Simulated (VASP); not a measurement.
# Ga: relaxation of cell and atoms with PBE

Ga:

```xyz
1
Lattice="2.0357 0.0000 0.0000 0.0000 2.0357 0.0000 0.0000 0.0000 2.0357" Properties=species:S:1:pos:R:3 pbc="T T T"
Ga    0.0000    0.0000    0.0000
```

| Property | Result |
| --- | --- |
| Program | VASP 6.6.1 |
| Task | relaxation of cell and atoms |
| Functional | PBE |
| Potentials or basis | VASP PAW PBE potentials, release 64 (Ga_d) |
| Cutoff | 600 eV |
| k mesh | 19 × 19 × 19 |
| Occupations | fermi-dirac, width 0.05 eV |
| Spin | no spin polarisation |
| Target pressure | 330 GPa |
| Dipole correction | no |
| Further INCAR settings | ALGO = Normal; EDIFF = 1e-07; IBRION = 2; EDIFFG = -0.005; NSW = 32; ISIF = 3 |

The relaxed volume is 8.47 Å³/atom, the relaxed cell is a = 2.039 Å, b = 2.039 Å, c = 2.039 Å, α = 90.00°, β = 90.00°, γ = 90.00° and the space group after relaxing (to 0.05 Å) is Pm-3m (No. 221). The energy change on relaxing (the enthalpy is what falls) is -81.2 meV/atom. The ionic steps are 4 and the pressure after relaxing is 330.1 GPa.

The path:
| step | energy change (eV) | largest force (eV/Å) | pressure (GPa) | volume (Å³) |
| --- | --- | --- | --- | --- |
| 1 | 0.0000 | 0.0000 | 335.57 | 8.44 |
| 2 | -0.7050 | 0.0000 | 288.33 | 8.80 |
| 3 | -0.0834 | 0.0000 | 329.85 | 8.48 |
| 4 | -0.0812 | 0.0000 | 330.06 | 8.47 |

Final structure:
```xyz
1
Lattice="2.0388 0.0000 0.0000 0.0000 2.0388 0.0000 0.0000 0.0000 2.0388" Properties=species:S:1:pos:R:3 pbc="T T T"
Ga    0.0000    0.0000    0.0000
```

Levels at points of the mesh, in eV from the Fermi level:
```csv
k point,band 4,band 5,band 6,band 7,band 8,band 9
"(0.00, 0.00, 0.00)",-15.98,-15.98,-15.98,15.97,15.97,15.97
```

Wall time 24 s on 1 thread of Intel(R) Xeon(R) Platinum 8259CL CPU @ 2.50GHz (Skylake/Cascade Lake), with other jobs on the host, peak memory 0.14 GiB.

Caveat: the cell is relaxed towards a set pressure, so the enthalpy falls and the energy may rise.
